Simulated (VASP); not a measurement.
# C (P1) in VASP: relaxation of cell and atoms with PBE

Aim: the relaxation of cell and atoms of C with PBE.

Everything below comes from runs of VASP 6.6.1. Logs are shortened: lines on timing, memory, paths and dates and some standing lists are left out, and cuts for length are marked.

**1. The cell of the first run**

The typed cell holds 12 atoms: a = 3.928 Å, b = 4.686 Å, c = 5.095 Å, α = 88.18°, β = 90.72°, γ = 89.51°.

**2. Relaxation of cell and atoms, PBE**

The input, INCAR:

```
SYSTEM = C
PREC = Accurate ; ENCUT = 600
EDIFF = 1E-6 ; ISMEAR = 0
SIGMA = 0.1 ; LREAL = .False.
LASPH = .True. ; NELM = 60
ALGO = Normal ; ISIF = 3
LWAVE = .False. ; LCHARG = .False.
GGA = PE ; IBRION = 2
NSW = 80 ; EDIFFG = -0.025
```

The input, KPOINTS:

```
Automatic mesh
0
Gamma
  4 4 4
  0 0 0
```

The input, POSCAR:

```
C
1.0
   -0.0251425164      3.9275698009      0.0168226306
    0.0753254759      0.0202062716      4.6850487108
    5.0945413100     -0.0320259678      0.0798809328
C
12
Direct
    0.9931691791     -0.0132671849      0.3696556867
    1.0011715084      0.5107692551      0.1215668505
    1.0106634111     -0.0032432343      0.6516226405
   -0.0161409943      0.4937317394      0.8714742180
    0.6347231786      0.1271429014      0.6591516282
    0.3704744141      0.6072347599      0.8236563347
    0.6520380006      0.3880673177      0.8349940359
    0.3330363172      0.8862722203      0.6614148015
    0.3699477617      0.8924221287      0.3349323792
    0.6457757488      0.3819027265      0.1867898887
    0.3641862333      0.6023393341      0.1599130798
    0.6409552414      0.1266280362      0.3248284563
```

Potentials or basis: VASP PAW PBE potentials, release 64 (C).

Launch:

```bash
> cat potpaw_PBE.64/C/POTCAR > POTCAR
> mpirun -np 1 vasp_std > vasp.out
```

OUTCAR:

```text
SYSTEM = C
   PREC = Accurate
   ENCUT = 600
   EDIFF = 1E-6
   ISMEAR = 0
   LREAL = .False.
   LASPH = .True.
   NELM = 60
   ISIF = 3
   GGA = PE
   IBRION = 2
   NSW = 80
   EDIFFG = -0.025

 ion  position               nearest neighbor table
   1  0.993  0.987  0.370-   3 1.44  12 1.54   9 1.55   8 2.03
   2  0.001  0.511  0.122-   4 1.28  11 1.50  10 1.56
   3  0.011  0.997  0.652-   8 1.36   1 1.44   5 1.59
   4  0.984  0.494  0.871-   2 1.28   7 1.41   6 1.63
   5  0.635  0.127  0.659-   7 1.54   3 1.59   8 1.64  12 1.70
   6  0.370  0.607  0.824-   7 1.50   8 1.53   4 1.63  11 1.71
   7  0.652  0.388  0.835-   4 1.41   6 1.50   5 1.54  10 1.79
   8  0.333  0.886  0.661-   3 1.36   6 1.53   5 1.64   9 1.67   1 2.03
   9  0.370  0.892  0.335-  12 1.54   1 1.55  11 1.65   8 1.67
  10  0.646  0.382  0.187-  12 1.37  11 1.51   2 1.56   7 1.79
  11  0.364  0.602  0.160-   2 1.50  10 1.51   9 1.65   6 1.71
  12  0.641  0.127  0.325-  10 1.37   9 1.54   1 1.54   5 1.70

  LATTYP: Found a triclinic cell.
 ALAT       =     6.4725217252
 B/A-ratio  =     0.6068247383
 C/A-ratio  =     1.0862543450
 COS(alpha) =     0.0034853595
 COS(beta)  =     0.5892572810
 COS(gamma) =     0.6167582470

  Lattice vectors:

 A1 = (  -5.1196838264,   3.9595957687,  -0.0630583022)
 A2 = (  -0.0251425164,   3.9275698009,   0.0168226306)
 A3 = (  -5.1698667859,   0.0118196962,  -4.7649296436)

Analysis of symmetry for initial positions (statically):
=====================================================================
 Subroutine PRICEL returns:
 Original cell was already a primitive cell.

 Routine SETGRP: Setting up the symmetry group for a
 triclinic supercell.

 Subroutine GETGRP returns: Found  1 space group operations
 (whereof  1 operations were pure point group operations)
 out of a pool of  2 trial point group operations.

The static configuration has the point symmetry C_1 .

Analysis of symmetry for dynamics (positions and initial velocities):
=====================================================================
 Subroutine PRICEL returns:
 Original cell was already a primitive cell.

 Routine SETGRP: Setting up the symmetry group for a
 triclinic supercell.

 Subroutine GETGRP returns: Found  1 space group operations
 (whereof  1 operations were pure point group operations)
 out of a pool of  2 trial point group operations.

The dynamic configuration has the point symmetry C_1 .

 Subroutine INISYM returns: Found  1 space group operations
 (whereof  1 operations are pure point group operations),
 and found     1 'primitive' translations

----------------------------------------------------------------------------------------

                                     Primitive cell

  volume of cell :      93.7147

  direct lattice vectors                    reciprocal lattice vectors
    -0.025142516  3.927569801  0.016822631     0.001618287  0.254625545 -0.001124200
     0.075325476  0.020206272  4.685048711    -0.003353547 -0.000935947  0.213502907
     5.094541310 -0.032025968  0.079880933     0.196346096  0.001270463 -0.003162301

  length of vectors
     3.927686302  4.685697775  5.095268176     0.254633169  0.213531294  0.196375669

  position of ions in fractional coordinates (direct lattice)
     0.993169179  0.986732815  0.369655687
     0.001171508  0.510769255  0.121566851
     0.010663411  0.996756766  0.651622641
     0.983859006  0.493731739  0.871474218
     0.634723179  0.127142901  0.659151628
     0.370474414  0.607234760  0.823656335
     0.652038001  0.388067318  0.834994036
     0.333036317  0.886272220  0.661414802
     0.369947762  0.892422129  0.334932379
     0.645775749  0.381902727  0.186789889
     0.364186233  0.602339334  0.159913080
     0.640955241  0.126628036  0.324828456

  ion indices of the primitive-cell ions
   primitive index   ion index
                 1           1
                 2           2
                 3           3
                 4           4
                 5           5
                 6           6
                 7           7
                 8           8
                 9           9
                10          10
                11          11
                12          12

----------------------------------------------------------------------------------------

 KPOINTS: Automatic mesh

Automatic generation of k-mesh.
 Grid dimensions read from file:
 generate k-points for:    4    4    4

 Generating k-lattice:

  Cartesian coordinates                     Fractional coordinates (reciprocal lattice)
     0.000404572  0.063656386 -0.000281050     0.250000000  0.000000000 -0.000000000
    -0.000838387 -0.000233987  0.053375727     0.000000000  0.250000000  0.000000000
     0.049086524  0.000317616 -0.000790575    -0.000000000  0.000000000  0.250000000

  Length of vectors
     0.063658292  0.053382824  0.049093917

  Shift w.r.t. Gamma in fractional coordinates (k-lattice)
     0.000000000  0.000000000  0.000000000

 Subroutine IBZKPT returns following result:
 ===========================================

 Found     36 irreducible k-points:

 Following reciprocal coordinates:
            Coordinates               Weight
  0.000000  0.000000  0.000000      1.000000
  0.250000 -0.000000  0.000000      2.000000
  0.500000 -0.000000  0.000000      1.000000
  0.000000  0.250000 -0.000000      2.000000
  0.250000  0.250000  0.000000      2.000000
  0.500000  0.250000  0.000000      2.000000
[... 16 lines left out ...]
  0.000000 -0.250000  0.250000      2.000000
  0.250000 -0.250000  0.250000      2.000000
 [... further k-points ...]
   k-points           NKPTS =     36   k-points in BZ     NKDIM =     36   number of bands    NBANDS=     31
   number of dos      NEDOS =    301   number of ions     NIONS =     12
   total plane-waves  NPLWV =  53760
   dimension x,y,z NGX =    32 NGY =   40 NGZ =   42
   dimension x,y,z NGXF=    64 NGYF=   80 NGZF=   84
   ions per type =              12
   NGX,Y,Z   is equivalent  to a cutoff of  13.54, 14.19, 13.70 a.u.
   NGXF,Y,Z  is equivalent  to a cutoff of  27.09, 28.38, 27.41 a.u.
 SYSTEM =  C
   PREC   = accura    normal or accurate (medium, high low for compatibility)
   ISTART =      0    job   : 0-new  1-cont  2-samecut
   ICHARG =      2    charge: 1-file 2-atom 10-const
   ISPIN  =      1    spin polarized calculation?
   LNONCOLLINEAR =      F non collinear calculations
   LSORBIT =      F    spin-orbit coupling
   LASPH  =      T    aspherical Exc in radial PAW
   ENCUT  =  600.0 eV  44.10 Ry    6.64 a.u.   7.84  9.36 10.18*2*pi/ulx,y,z
   NELM   =     60;   NELMIN=  2; NELMDL= -5     # of ELM steps
   EDIFF  = 0.1E-05   stopping-criterion for ELM
   LREAL  =      F    real-space projection
   EDIFFG = -.3E-01   stopping-criterion for IOM
   NSW    =     80    number of steps for IOM
   IBRION =      2    ionic relax: 0-MD 1-quasi-New 2-CG
   NFREE  =      1    steps in history (QN), initial steepest desc. (CG)
   ISIF   =      3    stress and relaxation
   ISYM   =      2    0-nonsym 1-usesym 2-fastsym
   POTIM  = 0.5000    time-step for ionic-motion
   TEBEG  =    0.0;   TEEND  =   0.0 temperature during run
   PSTRESS=    0.0 pullay stress
   NELECT =      48.0000    total number of electrons
   NUPDOWN=      -1.0000    fix difference up-down
   EMIN   =  10.00;   EMAX   =-10.00  energy-range for DOS
   EFERMI =   0.00;   METHOD = LEGACY
   ISMEAR =     0;   SIGMA  =   0.10  broadening in eV -4-tet -1-fermi 0-gaus
   EFERMI_NEDOS =   21; number of points for ismear=-14 and -15
   IALGO  =     38    algorithm
   IMIX   =      4    mixing-type and parameters
     AMIX     =   0.40;   BMIX     =  1.00
     AMIX_MAG =   1.60;   BMIX_MAG =  1.00
  volume/ion in A,a.u.               =       7.81        52.70
  Fermi-wavevector in a.u.,A,eV,Ry     =   1.309843  2.475245 23.343371  1.715689
  Thomas-Fermi vector in A             =   2.440414
   LORBIT       =      0    0 simple, 1 ext, 2 COOP (PROOUT), +10 PAW based schemes
   GGA     = PE    functional components
   LHFCALC =     F    Hartree Fock is set to
   AEXX    =    0.0000 exact exchange contribution
   IVDW    =     0    specifies the selected vdW correction
   LEPSILON=     F    determine dielectric tensor
   LRPA    =     F    only Hartree local field effects (RPA)
 conjugate gradient relaxation of ions
 non-spin polarized calculation
 Gauss-broadening in eV      SIGMA  =   0.10
  energy-cutoff  :      600.00
  volume of cell :       93.71
 maximum number of plane-waves:      3144
   NGX = 15   NGY = 19   NGZ = 21

--------------------------------------- Ionic step        1  -------------------------------------------

 number of electron      47.9999999 magnetization

 Free energy of the ion-electron system (eV)
  ---------------------------------------------------
  ext. energy  EPLUGINS =         0.00000000
  ---------------------------------------------------
  free energy    TOTEN  =       -96.57232338 eV

  energy without entropy =      -96.57232324  energy(sigma->0) =      -96.57232331

------------------------ aborting loop because EDIFF is reached ----------------------------------------

  FORCE on cell =-STRESS in cart. coord.  units (eV):
  Direction    XX          YY          ZZ          XY          YZ          ZX
  --------------------------------------------------------------------------------------
  -------------------------------------------------------------------------------------
  Total       -4.4105408      8.0910375      5.1257065      2.5047637     -3.5264904     -4.1311234
  in kB      -75.4040548    138.3270348     87.6307625     42.8222634    -60.2900377    -70.6270427
  external PRESSURE =      50.1845808 kB  Pullay stress =       0.0000000 kB
[... 119 lines left out ...]
  FREE ENERGIE OF THE ION-ELECTRON SYSTEM (eV)
  ---------------------------------------------------
  free  energy   TOTEN  =       -98.3405230530 eV

  energy  without entropy=      -98.3405230530  energy(sigma->0) =      -98.34052305

[... ionic steps 4 to 26 ...]

--------------------------------------- Ionic step       27  -------------------------------------------

 number of electron      48.0000002 magnetization

------------------------ aborting loop because EDIFF is reached ----------------------------------------

  FORCE on cell =-STRESS in cart. coord.  units (eV):
  Direction    XX          YY          ZZ          XY          YZ          ZX
  --------------------------------------------------------------------------------------
  -------------------------------------------------------------------------------------
  Total       -0.0064332     -0.0196088      0.0288095     -0.0068822      0.0324609      0.0047971
  in kB       -0.1097575     -0.3345474      0.4915204     -0.1174174      0.5538165      0.0818432
  external PRESSURE =       0.0157385 kB  Pullay stress =       0.0000000 kB
[... 77 lines left out ...]
  energy  without entropy=      -98.6869250049  energy(sigma->0) =      -98.68692500

--------------------------------------- Ionic step       29  -------------------------------------------

 number of electron      48.0000002 magnetization

 Free energy of the ion-electron system (eV)
  ---------------------------------------------------
  ext. energy  EPLUGINS =         0.00000000
  ---------------------------------------------------
  free energy    TOTEN  =       -98.68696865 eV

  energy without entropy =      -98.68696865  energy(sigma->0) =      -98.68696865

 E-fermi :   5.8103     XC(G=0): -11.0900

 val. band max:        5.3953412779   @ k =   0.5000  -0.0000   0.0000
 cond. band min:       7.0398611818   @ k =   0.0000   0.0000   0.0000
 fundamental gap:      1.6445199039
 Fermi energy:         5.8103006820

 k-point     1 :       0.0000    0.0000    0.0000
  band No.  band energies     occupation
      1     -14.4264      2.00000
      2     -12.6428      2.00000
      3      -9.5244      2.00000
      4      -9.4124      2.00000
      5      -7.3566      2.00000
      6      -6.4764      2.00000
[... 805 lines left out ...]
     30      11.2825      0.00000
     31      11.9004      0.00000

 [... further k-points ...]

------------------------ aborting loop because EDIFF is reached ----------------------------------------

  FORCE on cell =-STRESS in cart. coord.  units (eV):
  Direction    XX          YY          ZZ          XY          YZ          ZX
  --------------------------------------------------------------------------------------
  -------------------------------------------------------------------------------------
  Total        0.0198385     -0.0139122      0.0183925     -0.0179755      0.0137310      0.0008551
  in kB        0.3384862     -0.2373707      0.3138144     -0.3066994      0.2342795      0.0145893
  external PRESSURE =       0.1383100 kB  Pullay stress =       0.0000000 kB
[... 27 lines left out ...]
  FREE ENERGIE OF THE ION-ELECTRON SYSTEM (eV)
  ---------------------------------------------------
  free  energy   TOTEN  =       -98.6869686547 eV

  energy  without entropy=      -98.6869686547  energy(sigma->0) =      -98.68696865

 reached required accuracy - stopping structural energy minimisation
```

Wall time 17 min (1 thread of Intel Xeon Platinum 8488C (Sapphire Rapids), shared host); peak memory 0.26 GiB.

What came out:

```
Free energy                           : -98.6870 eV
Relaxed volume                        : 7.83 Å³/atom
Relaxed cell                          : a = 3.948 Å, b = 4.739 Å, c = 5.020 Å, α = 90.00°, β = 89.99°, γ = 90.01°
Space group after relaxing (to 0.1 Å) : Pmna (No. 53)
Pressure after relaxing               : 0.0 GPa
Largest force after relaxing          : 0.020 eV/Å
```

Forces on the atoms (eV/Å):
```
C    0.005  0.008 -0.005
C   -0.014 -0.011  0.001
C    0.003  0.016 -0.002
C   -0.007 -0.014  0.013
C    0.001 -0.014 -0.005
C    0.002 -0.002  0.006
C    0.005  0.004 -0.001
C   -0.002 -0.005  0.006
C    0.004  0.010  0.001
C   -0.001  0.002 -0.001
C    0.002  0.006 -0.002
C    0.002 -0.001 -0.011
```

Final structure:
```yaml
crystal:
  lattice:
    - [0.00054, 3.94783, -0.00062]
    - [-0.00003, -0.00027, 4.73864]
    - [5.01957, 0.00019, 0.00001]
  atoms:
    - { symbol: C, position: [0.99965, 0.00005, 0.36859] }
    - { symbol: C, position: [0.00037, 0.49986, 0.13149] }
    - { symbol: C, position: [0.99957, 0.99973, 0.63118] }
    - { symbol: C, position: [0.00054, 0.49941, 0.86890] }
    - { symbol: C, position: [0.63982, 0.11689, 0.66700] }
    - { symbol: C, position: [0.36029, 0.61679, 0.83295] }
    - { symbol: C, position: [0.64024, 0.38308, 0.83306] }
    - { symbol: C, position: [0.35977, 0.88304, 0.66688] }
    - { symbol: C, position: [0.35976, 0.88338, 0.33286] }
    - { symbol: C, position: [0.64008, 0.38341, 0.16712] }
    - { symbol: C, position: [0.36018, 0.61716, 0.16691] }
    - { symbol: C, position: [0.63973, 0.11719, 0.33306] }
```

Caveat: this functional lacks dispersion, which binds layers or chains, so the pressure and a relaxed spacing across them are unreliable.
